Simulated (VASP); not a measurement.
# CuMo18S36 (a cell with a defect) in VASP: single point with PBE

Aim: the single point of CuMo18S36 (a cell with a defect) with PBE.

All numbers are computed with VASP 6.6.1; they aren't measurements. Logs are shortened: lines on timing, memory, paths and dates and some standing lists are left out, and cuts for length are marked.

## (1) The cell of the first run

The cell holds a defect, 55 atoms: a = 9.367 Å, b = 9.367 Å, c = 12.083 Å, α = 90.00°, β = 90.00°, γ = 120.00°.

## (2) Single point, PBE, collinear spin

Input file INCAR:

```
SYSTEM = CuMo18S36
PREC = Accurate ; ENCUT = 520
EDIFF = 1E-6 ; ISMEAR = -1
SIGMA = 0.01 ; LREAL = Auto
LASPH = .TRUE. ; NELM = 200
ALGO = Normal ; ISIF = 2
LWAVE = .FALSE. ; LCHARG = .FALSE.
ISPIN = 2 ; MAGMOM = 0.01 0.01 0.05 0.07 0.01 0 0.02 0.01 0.05 0.23 0.08 0 0.02 0.04 0.02 0.07 0 0 0 0 0 0 0 0 0 0 0 0 0 0 0 0 0 0 0 0 0 0.01 0.01 0 0 0 0 0 0 0 0 0 0 0 0 0 0 0 0.01
LORBIT = 11 ; NUPDOWN = 1.0
LMAXMIX = 4 ; GGA = PE
NBANDS = 276 ; GGA_COMPAT = .FALSE.
```

Input file KPOINTS:

```
Automatic mesh
0
G
  1 1 1
  0 0 0
```

Input file POSCAR:

```
CuMo18S36
1.0
    9.3669868000      0.0000000800      0.0000000000
   -4.6834934700      8.1120484800      0.0000000000
    0.0000000000      0.0000000000     12.0827026900
Mo S Cu
18 36 1
Direct
    0.2218703167      0.1110816811      0.2522637590
    0.1110467611      0.2222380692      0.7474074495
    0.2197815896      0.4432452532      0.2542292133
    0.1110534089      0.5558006713      0.7474048838
    0.2218631965      0.7775180336      0.2522612762
    0.1131347724      0.8900706164      0.7454463816
    0.5554244011      0.1110788425      0.2522583795
    0.4432440348      0.2201606621      0.7454517612
    0.5551449100      0.4440561425      0.2538122537
    0.4440005577      0.5554971689      0.7458516717
    0.5551310201      0.7778101883      0.2538239232
    0.4432416903      0.8900828172      0.7454549889
    0.8896862877      0.1131661048      0.2542249924
    0.7774887649      0.2222332549      0.7474081943
    0.8896552272      0.4432270021      0.2542235027
    0.7777785146      0.5554975354      0.7458475336
    0.8889094407      0.7778206632      0.2538182126
    0.7777746140      0.8892604569      0.7458524993
    0.2217753030      0.1115279309      0.6166979517
    0.1111403923      0.2217839299      0.3829779743
    0.2225263149      0.1107696760      0.8759344057
    0.1103950763      0.2225554982      0.1237376304
    0.2206588205      0.4438253779      0.6174547360
    0.1111336857      0.5560643532      0.3829720981
    0.2228381628      0.4449200459      0.8763962229
    0.1103777235      0.5545517883      0.1237476447
    0.2217755103      0.7772489277      0.6166952205
    0.1122524413      0.8894892589      0.3822086100
    0.2225199677      0.7787515074      0.8759338264
    0.1100714891      0.8884048226      0.1232804479
    0.5560669319      0.1115339680      0.6167001035
    0.4434622240      0.2207061470      0.3822189554
    0.5545705159      0.1107834794      0.8759561724
    0.4445454279      0.2228845117      0.1232830136
    0.5550384609      0.4437922141      0.6172796096
    0.4434290107      0.5550697799      0.3823935024
    0.5549261629      0.4435565153      0.8749970326
    0.4431805161      0.5549611760      0.1246652375
    0.5550318655      0.7782400427      0.6172807683
    0.4434533580      0.8894934470      0.3822151483
    0.5549148653      0.7783572757      0.8749955429
    0.4445433557      0.8883929851      0.1232851654
    0.8894536706      0.1126116210      0.6174541567
    0.7768401422      0.2217708563      0.3829706084
    0.8883574596      0.1104247504      0.8763822360
    0.7783573468      0.2225424247      0.1237195053
    0.8894689284      0.4438205637      0.6174528325
    0.7778709691      0.5550816109      0.3823929231
    0.8883771743      0.4449234910      0.8763877811
    0.7779993647      0.5549559953      0.1246618442
    0.8894957739      0.7782376972      0.6172807683
    0.7778745750      0.8895231526      0.3823896125
    0.8897330053      0.7783566561      0.8750086194
    0.7779968110      0.8897844922      0.1246788933
    0.6664697863      0.6667007674     -0.0001544356
```

Potentials or basis: VASP PAW PBE potentials, release 64 (Mo_sv, S, Cu).

On the command line:

```sh
$ cat potpaw_PBE.64/Mo_sv/POTCAR potpaw_PBE.64/S/POTCAR potpaw_PBE.64/Cu/POTCAR > POTCAR
$ mpirun -np 1 vasp_gam > vasp.out
```

OUTCAR:

```text
SYSTEM = CuMo18S36
   PREC = Accurate
   ENCUT = 520
   EDIFF = 1E-6
   ISMEAR = -1
   LREAL = Auto
   LASPH = .TRUE.
   NELM = 200
   ISIF = 2
   ISPIN = 2
   LORBIT = 11
   NUPDOWN = 1.0
   GGA = PE

 ion  position               nearest neighbor table
   1  0.222  0.111  0.252-  22 2.38  34 2.39  30 2.39  28 2.39  32 2.39  20 2.39  17 3.12   9 3.12
                             3 3.12  13 3.12   7 3.12   5 3.12
   2  0.111  0.222  0.747-  21 2.38  45 2.39  25 2.39  23 2.39  43 2.39  19 2.39  10 3.12  18 3.12
                             6 3.12   8 3.12  14 3.12   4 3.12
   3  0.220  0.443  0.254-  24 2.38  20 2.38  36 2.39  22 2.39  26 2.39  38 2.39  13 3.09  15 3.09
                             1 3.12   5 3.12  11 3.14   9 3.14
   4  0.111  0.556  0.747-  29 2.38  25 2.39  49 2.39  23 2.39  47 2.39  27 2.39  10 3.12  16 3.12
                             6 3.12  12 3.12   2 3.12  14 3.12
   5  0.222  0.778  0.252-  26 2.38  42 2.39  30 2.39  28 2.39  40 2.39  24 2.39  17 3.12  11 3.12
                             3 3.12  15 3.12   1 3.12   7 3.12
   6  0.113  0.890  0.745-  19 2.38  27 2.38  51 2.39  21 2.39  29 2.39  53 2.39   8 3.09  12 3.09
                             2 3.12   4 3.12  18 3.14  16 3.14
   7  0.555  0.111  0.252-  46 2.38  42 2.39  34 2.39  40 2.39  32 2.39  44 2.39   9 3.12  11 3.12
                            15 3.12  13 3.12   1 3.12   5 3.12
   8  0.443  0.220  0.745-  31 2.38  19 2.38  35 2.39  21 2.39  33 2.39  37 2.39  12 3.09   6 3.09
                            14 3.12   2 3.12  16 3.14  10 3.14
   9  0.555  0.444  0.254-  48 2.38  36 2.38  32 2.39  50 2.39  38 2.39  34 2.39   7 3.12   1 3.12
[... 40 lines left out ...]
  40  0.443  0.889  0.382-  11 2.39   7 2.39   5 2.39
  41  0.555  0.778  0.875-  55 2.36  18 2.39  10 2.39  12 2.39
  42  0.445  0.888  0.123-   5 2.39   7 2.39  11 2.39
  43  0.889  0.113  0.617-  18 2.39  14 2.39   2 2.39
  44  0.777  0.222  0.383-  13 2.38  15 2.38   7 2.39
  45  0.888  0.110  0.876-  14 2.39   2 2.39  18 2.39
  46  0.778  0.223  0.124-   7 2.38  15 2.39  13 2.39
  47  0.889  0.444  0.617-  16 2.39   4 2.39  14 2.39
  48  0.778  0.555  0.382-   9 2.38  17 2.38  15 2.39
  49  0.888  0.445  0.876-   4 2.39  14 2.39  16 2.39
  50  0.778  0.555  0.125-  55 2.36   9 2.39  17 2.39  15 2.39
  51  0.889  0.778  0.617-  16 2.38  18 2.38   6 2.39
  52  0.778  0.890  0.382-  11 2.38  17 2.38  13 2.39
  53  0.890  0.778  0.875-  55 2.36  18 2.39  16 2.39   6 2.39
  54  0.778  0.890  0.125-  55 2.36  11 2.39  17 2.39  13 2.39
  55  0.666  0.667  1.000-  54 2.36  37 2.36  41 2.36  50 2.36  53 2.36  38 2.36

  LATTYP: Found a hexagonal cell.
 ALAT       =     9.3669868000
 C/A-ratio  =     1.2899241718

  Lattice vectors:

 A1 = (   9.3669868000,   0.0000000800,   0.0000000000)
 A2 = (  -4.6834934700,   8.1120484800,   0.0000000000)
 A3 = (   0.0000000000,   0.0000000000,  12.0827026900)

Analysis of symmetry for initial positions (statically):
=====================================================================
 Subroutine PRICEL returns:
 Original cell was already a primitive cell.

 Routine SETGRP: Setting up the symmetry group for a
 hexagonal supercell.

 Subroutine GETGRP returns: Found  1 space group operations
 (whereof  1 operations were pure point group operations)
 out of a pool of 24 trial point group operations.

The static configuration has the point symmetry C_1 .

Analysis of symmetry for dynamics (positions and initial velocities):
=====================================================================
 Subroutine PRICEL returns:
 Original cell was already a primitive cell.

 Routine SETGRP: Setting up the symmetry group for a
 hexagonal supercell.

 Subroutine GETGRP returns: Found  1 space group operations
 (whereof  1 operations were pure point group operations)
 out of a pool of 24 trial point group operations.

The dynamic configuration has the point symmetry C_1 .

Analysis of structural, dynamic, and magnetic symmetry:
=====================================================================
 Subroutine PRICEL returns:
 Original cell was already a primitive cell.

 Routine SETGRP: Setting up the symmetry group for a
 hexagonal supercell.

 Subroutine GETGRP returns: Found  1 space group operations
 (whereof  1 operations were pure point group operations)
 out of a pool of 24 trial point group operations.

The overall configuration has the point symmetry C_1 .

 Subroutine INISYM returns: Found  1 space group operations
 (whereof  1 operations are pure point group operations),
 and found     1 'primitive' translations
[... 177 lines left out ...]
   EDIFF  = 0.1E-05   stopping-criterion for ELM
   LREAL  =      T    real-space projection
   EDIFFG = 0.1E-04   stopping-criterion for IOM
   NSW    =      0    number of steps for IOM
   IBRION =     -1    ionic relax: 0-MD 1-quasi-New 2-CG
   NFREE  =      0    steps in history (QN), initial steepest desc. (CG)
   ISIF   =      2    stress and relaxation
   ISYM   =      2    0-nonsym 1-usesym 2-fastsym
   POTIM  = 0.5000    time-step for ionic-motion
   TEBEG  =    0.0;   TEEND  =   0.0 temperature during run
   PSTRESS=    0.0 pullay stress
   NELECT =     479.0000    total number of electrons
   NUPDOWN=       1.0000    fix difference up-down
   EMIN   =  10.00;   EMAX   =-10.00  energy-range for DOS
   EFERMI =   0.00;   METHOD = LEGACY
   ISMEAR =    -1;   SIGMA  =   0.01  broadening in eV -4-tet -1-fermi 0-gaus
   EFERMI_NEDOS =   21; number of points for ismear=-14 and -15
   IALGO  =     38    algorithm
   IMIX   =      4    mixing-type and parameters
     AMIX     =   0.40;   BMIX     =  1.00
     AMIX_MAG =   1.60;   BMIX_MAG =  1.00
  volume/ion in A,a.u.               =      16.69       112.65
  Fermi-wavevector in a.u.,A,eV,Ry     =   1.317918  2.490504 23.632077  1.736909
  Thomas-Fermi vector in A             =   2.447925
   LORBIT       =     11    0 simple, 1 ext, 2 COOP (PROOUT), +10 PAW based schemes
   GGA     = PE    functional components
   LHFCALC =     F    Hartree Fock is set to
   AEXX    =    0.0000 exact exchange contribution
   IVDW    =     0    specifies the selected vdW correction
   LEPSILON=     F    determine dielectric tensor
   LRPA    =     F    only Hartree local field effects (RPA)
 spin polarized calculation
  energy-cutoff  :      520.00
  volume of cell :      918.11
 maximum number of plane-waves:     12404
 NGX is ok and might be reduce to    70
   NGX = 35   NGY = 35   NGZ = 45

 number of electron     478.9999991 magnetization       0.9999235

 Free energy of the ion-electron system (eV)
  ---------------------------------------------------
  ext. energy  EPLUGINS =         0.00000000
  ---------------------------------------------------
  free energy    TOTEN  =      -392.48650209 eV

  energy without entropy =     -392.48649756  energy(sigma->0) =     -392.48649982

 E-fermi :   8.7158     XC(G=0): -11.1968

 val. band max:        9.3111344362   @ k =   0.0000   0.0000   0.0000
 cond. band min:       9.3985444068   @ k =   0.0000   0.0000   0.0000
 fundamental gap:      0.0874099705
 Fermi energy:         9.4202919512

 spin component 1

 k-point     1 :       0.0000    0.0000    0.0000
  band No.  band energies     occupation
      1     -53.0238      1.00000
      2     -53.0238      1.00000
      3     -52.9887      1.00000
      4     -52.9887      1.00000
      5     -52.9884      1.00000
      6     -52.9884      1.00000
[... 243 lines left out ...]
    250       9.9033      0.00000
    251       9.9036      0.00000
 Fermi energy:         8.7157894020

 spin component 2

 k-point     1 :       0.0000    0.0000    0.0000
  band No.  band energies     occupation
      1     -53.0066      1.00000
      2     -53.0065      1.00000
      3     -52.9811      1.00000
      4     -52.9811      1.00000
      5     -52.9810      1.00000
      6     -52.9810      1.00000
[... 243 lines left out ...]
    250       9.9313      0.00000
    251       9.9316      0.00000
 [bands above 251 left out]

------------------------ aborting loop because EDIFF is reached ----------------------------------------

  FORCE on cell =-STRESS in cart. coord.  units (eV):
  Direction    XX          YY          ZZ          XY          YZ          ZX
  --------------------------------------------------------------------------------------
  -------------------------------------------------------------------------------------
  Total       50.1963611     50.1968129     44.7560713      0.0031090      0.0044647      0.0000825
  in kB       87.5968079     87.5975963     78.1030516      0.0054254      0.0077914      0.0001440
  external PRESSURE =      84.4324853 kB  Pullay stress =       0.0000000 kB

 VOLUME and BASIS-vectors are now :
 -----------------------------------------------------------------------------
  energy-cutoff  :      520.00
  volume of cell :      918.11
      direct lattice vectors                 reciprocal lattice vectors
     9.366986800  0.000000080  0.000000000     0.106757917  0.061636713  0.000000000
    -4.683493470  8.112048480  0.000000000    -0.000000001  0.123273424  0.000000000
     0.000000000  0.000000000 12.082702690     0.000000000  0.000000000  0.082762940

 POSITION                                       TOTAL-FORCE (eV/Angst)
 -----------------------------------------------------------------------------------
      1.55801      0.90110      3.04803         0.000570     -0.000904      0.000222
     -0.00068      1.80281      9.03070        -0.001229      0.000855      0.000418
     -0.01725      3.59563      3.07178         0.001236      0.001823      0.003758
     -1.56285      4.50868      9.03067        -0.000657     -0.000821      0.000260
     -1.56331      6.30726      3.04800        -0.000107      0.001027      0.000214
     -3.10891      7.22030      9.00701        -0.001207     -0.002572     -0.003481
[... 47 lines left out ...]
      3.12019      7.21797      1.50646         0.002117      0.014291      0.011839
      3.12033      5.40831     12.08084        -0.000094     -0.000851     -0.000494
 -----------------------------------------------------------------------------------
    total drift:                               -0.001563     -0.000012     -0.001009

  FREE ENERGIE OF THE ION-ELECTRON SYSTEM (eV)
  ---------------------------------------------------
  free  energy   TOTEN  =      -392.4865020856 eV

  energy  without entropy=     -392.4864975641  energy(sigma->0) =     -392.48649982

 total charge

# of ion       s       p       d       tot
------------------------------------------
    1        2.295   6.230   4.021  12.545
    2        2.295   6.230   4.021  12.545
    3        2.294   6.228   4.035  12.558
    4        2.295   6.230   4.021  12.545
    5        2.295   6.230   4.021  12.545
    6        2.294   6.228   4.035  12.557
[... 47 lines left out ...]
   54        1.354   2.378   0.000   3.732
   55        0.422   0.348   9.279  10.050
--------------------------------------------------
tot         90.839 197.282  81.797 369.918

 magnetization (x)

# of ion       s       p       d       tot
------------------------------------------
    1        0.000  -0.000   0.005   0.005
    2        0.000  -0.000   0.005   0.005
    3        0.001   0.001   0.059   0.061
    4        0.000  -0.000   0.005   0.005
    5        0.000  -0.000   0.005   0.005
    6        0.001   0.001   0.059   0.061
[... 47 lines left out ...]
   54        0.003   0.000   0.000   0.003
   55        0.068   0.003  -0.006   0.065
--------------------------------------------------
tot          0.099   0.018   0.650   0.768
```

It took 41 min on 1 thread of Intel Xeon 8259CL, shared host; peak memory 1.3 GiB.

What came out:

```
Free energy                                           : -392.4865 eV
Pressure                                              : 8.4 GPa
Largest force                                         : 0.019 eV/Å
Net moment                                            : 1.00 μB per cell
Site moments                                          : Mo +0.01, +0.06, +0.04 (each value once); S -0.00, +0.00 (each value once); Cu +0.07 μB
Valence electrons inside the program's atomic spheres : Mo 12.54, 12.56, 12.55 (each value once); S 3.72, 3.71, 3.73 (each value once); Cu 10.05
```

Forces on the atoms (eV/Å):
```
Mo   0.001 -0.001  0.000
Mo  -0.001  0.001  0.000
Mo   0.001  0.002  0.004
Mo  -0.001 -0.001  0.000
Mo   0.000  0.001  0.000
Mo  -0.001 -0.003 -0.003
Mo  -0.002 -0.002  0.001
Mo  -0.001  0.000 -0.004
Mo  -0.001 -0.002  0.003
Mo  -0.001 -0.001 -0.003
Mo  -0.002  0.002  0.002
Mo   0.001 -0.003 -0.004
Mo  -0.001 -0.001  0.003
Mo   0.002  0.002  0.000
Mo   0.001  0.004  0.004
Mo   0.003  0.000 -0.001
Mo   0.001  0.000  0.002
Mo   0.001  0.002 -0.003
S    0.000 -0.001  0.016
S   -0.001  0.000 -0.015
S   -0.003  0.000 -0.009
S    0.002 -0.002  0.009
S    0.001  0.000  0.014
S   -0.003  0.002 -0.017
S    0.000 -0.001 -0.014
S    0.000  0.003  0.008
S    0.001  0.000  0.016
S    0.000  0.003 -0.012
S    0.000 -0.002 -0.010
S    0.002 -0.001  0.012
S    0.001 -0.002  0.015
S   -0.001  0.002 -0.016
S    0.001  0.002 -0.011
S    0.000 -0.001  0.012
S   -0.002  0.001  0.014
S    0.001 -0.001 -0.015
S    0.000 -0.014 -0.012
S   -0.012 -0.006  0.011
S    0.002 -0.002  0.014
S    0.000  0.000 -0.015
S   -0.010  0.004 -0.012
S   -0.002 -0.001  0.009
S    0.002  0.000  0.014
S    0.000  0.002 -0.015
S    0.001  0.001 -0.010
S    0.000 -0.001  0.012
S    0.000  0.000  0.015
S   -0.001  0.000 -0.013
S    0.000 -0.002 -0.011
S    0.009 -0.006  0.014
S   -0.002  0.001  0.012
S    0.001  0.001 -0.012
S    0.011  0.009 -0.012
S    0.002  0.014  0.012
Cu   0.000 -0.001  0.000
```

Caveat: the k points lie up to 0.77 Å⁻¹ apart; the total moment is fixed, so each spin has its own Fermi level.
